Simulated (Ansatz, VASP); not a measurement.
**WS2: VASP beside Ansatz**

```xyz
3
Lattice="1.5790 0.9116 6.1633 -1.5790 0.9116 6.1633 0.0000 -1.8233 6.1633" Properties=species:S:1:pos:R:3 pbc="T T T"
W     0.0000    0.0000    0.0000
S     0.0000    0.0000   13.8730
S     0.0000    0.0000   10.4427
```

Alike in both runs: task single point; functional PBEsol; dispersion D3(BJ); k mesh 12 × 12 × 12; occupations gaussian, width 0.05 eV; no spin polarisation.

|  | VASP | Ansatz |
| --- | --- | --- |
| version | VASP 6.6.1 | Ansatz 0.2.0 |
| potentials or method | VASP PAW PBE potentials, release 64 (W_sv, S), cutoff 520 eV | scalar-relativistic, plane waves, PAW |
| valence electrons in the cell | 26 | 26 |

|  | VASP | Ansatz | Ansatz less VASP |
| --- | --- | --- | --- |
| gap on the k mesh at the Fermi level (eV) | 0.50 | 0.48 | -0.017 |
| least direct gap on the mesh (eV) | 1.62 | 1.61 | -0.009 |
| pressure (GPa) | -15.2 | -15.3 | -0.10 |
| traceless stress, the component that is largest in VASP (GPa) | -10.11 | -10.15 | -0.040 |
| rms of the force components (eV/Å) | 1.797 | 1.794 | -0.0027 |

VASP's potentials were made for PBE, not for PBEsol. Atom by atom the forces differ by 0.009 eV/Å (rms over components).

Spin-orbit coupling is off throughout.
